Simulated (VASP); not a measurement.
A run of VASP 6.6.1:

The input INCAR:

```
SYSTEM = Zr
PREC = Accurate ; ENCUT = 500
EDIFF = 1E-7 ; ISMEAR = -1
SIGMA = 0.05 ; LREAL = .FALSE.
LASPH = .TRUE. ; NELM = 120
ALGO = Normal ; ISIF = 3
LWAVE = .FALSE. ; LCHARG = .FALSE.
GGA = CA ; IBRION = 2
NSW = 80 ; EDIFFG = -0.005
GGA_COMPAT = .FALSE. ; NELMIN = 4
```

Contents of KPOINTS:

```
regular mesh
0
G
  8 8 8
  0 0 0
```

File POSCAR:

```
Zr
1.0
   -1.8100000000      1.8100000000      1.8100000000
    1.8100000000     -1.8100000000      1.8100000000
    1.8100000000      1.8100000000     -1.8100000000
Zr
1
Direct
    0.0000000000      0.0000000000      0.0000000000
```

Potentials or basis: VASP PAW LDA potentials, release 64 (Zr_sv).

Run with:

```console
$ cat potpaw_LDA.64/Zr_sv/POTCAR > POTCAR
$ mpirun -np 1 vasp_std > vasp.out
```

Hardware: 1 thread of Intel Xeon 8259CL, with other jobs on the host.

Task: How long does it take, and how much memory?

Result: Run time: 32 s on 1 thread of Intel Xeon 8259CL, on a shared host, peak memory 0.13 GiB. Counts: scf iterations 50, k points 29, ion steps 6.
